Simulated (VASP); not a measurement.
A run of VASP 6.6.1:

INCAR

```
SYSTEM = Te2Mo
PREC     = Accurate       ! precision mode
ENCUT    = 520            ! plane-wave cutoff, eV
EDIFF    = 1E-7           ! SCF threshold, eV
ISMEAR   = 0              ! smearing method
SIGMA    = 0.05           ! smearing width, eV
LREAL    = .False.        ! projectors in reciprocal space
LASPH    = .True.         ! aspherical terms in the spheres
NELM     = 60             ! most SCF steps
ALGO     = Normal         ! electronic algorithm
ISIF     = 2              ! what is computed and relaxed
LWAVE    = .False.        ! write WAVECAR
LCHARG   = .False.        ! write CHGCAR
GGA      = PS             ! functional
NBANDS   = 35             ! bands
```

File KPOINTS:

```
regular mesh
0
Gamma
  12 12 2
  0 0 0
```

Contents of POSCAR:

```
Te2Mo
1.0
    3.4939942427      0.0000000000      0.0000000000
   -1.7469971213      3.0258877748      0.0000000000
    0.0000000000      0.0000000000     14.0085389608
Te Mo
4 2
Direct
    0.3333333333      0.6666666667      0.6211281373
    0.6666666667      0.3333333333      0.1211281373
    0.3333333333      0.6666666667      0.8788718627
    0.6666666667      0.3333333333      0.3788718627
    0.3333333333      0.6666666667      0.2500000000
    0.6666666667      0.3333333333      0.7500000000
```

Potentials or basis: VASP PAW PBE potentials, release 64 (Te, Mo_sv).

Launch:

```sh
$ cat potpaw_PBE.64/Te/POTCAR potpaw_PBE.64/Mo_sv/POTCAR > POTCAR
$ mpirun -np 1 vasp_std > vasp.out
```

Hardware: 1 thread of Intel(R) Xeon(R) 6975P-C (Granite Rapids) (shared host).

**Question.** Estimate the wall time of this run.

**Answer.** Wall time 2.1 min on 1 thread of Intel(R) Xeon(R) 6975P-C (Granite Rapids), with other jobs on the host, peak memory 0.37 GiB. Counts: scf iterations 18, k points 38.
